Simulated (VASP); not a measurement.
Set up this calculation in VASP 6.6.1, as the native input.

```yaml
Task: single point
Functional: PBE
Potentials_or_basis: VASP PAW PBE potentials, release 64 (Be, Cd, Se)
Cutoff: 520 eV
k_mesh: 8 × 8 × 8
Occupations: gaussian, width 0.1 eV
Spin: no spin polarisation
Dipole_correction: no
Further_INCAR_settings: ALGO = Normal; EDIFF = 1e-07; NBANDS = 20
```

The structure of Be3CdSe lies in POSCAR:

```
Be3CdSe
1.0
    4.3995629477      0.0000000000      0.0000000000
    0.0000000000      4.3995629477      0.0000000000
    0.0000000000      0.0000000000      4.3995629477
Be Cd Se
3 1 1
Direct
    0.0000000000      0.5000000000      0.5000000000
    0.5000000000      0.0000000000      0.5000000000
    0.5000000000      0.5000000000      0.0000000000
    0.0000000000      0.0000000000      0.0000000000
    0.5000000000      0.5000000000      0.5000000000
```

One way to write it, as run:

INCAR

```
ALGO = Normal
EDIFF = 1E-7
ENCUT = 520
GGA = PE
ISIF = 2
ISMEAR = 0
LASPH = True
LCHARG = True
LELF = True
LREAL = False
LVHAR = True
LWAVE = False
NBANDS = 20
NELM = 80
PREC = Accurate
SIGMA = 0.1
```

KPOINTS

```
k-points
0
Gamma
  8 8 8
```

Potentials or basis: VASP PAW PBE potentials, release 64 (Be, Cd, Se).

Command:

```sh
$ cat potpaw_PBE.64/Be/POTCAR potpaw_PBE.64/Cd/POTCAR potpaw_PBE.64/Se/POTCAR > POTCAR
$ mpirun -np 1 vasp_std > vasp.out
```

It gave:

```yaml
Pressure: 0.1 GPa
Band_gap_on_the_k_mesh: zero (band 12 reaches 4.51 eV, above the bottom of band 13 at 2.17 eV)
```

Run time: 21 s on 1 thread of Intel(R) Xeon(R) 6975P-C (Granite Rapids) (shared host), peak memory 0.24 GiB.
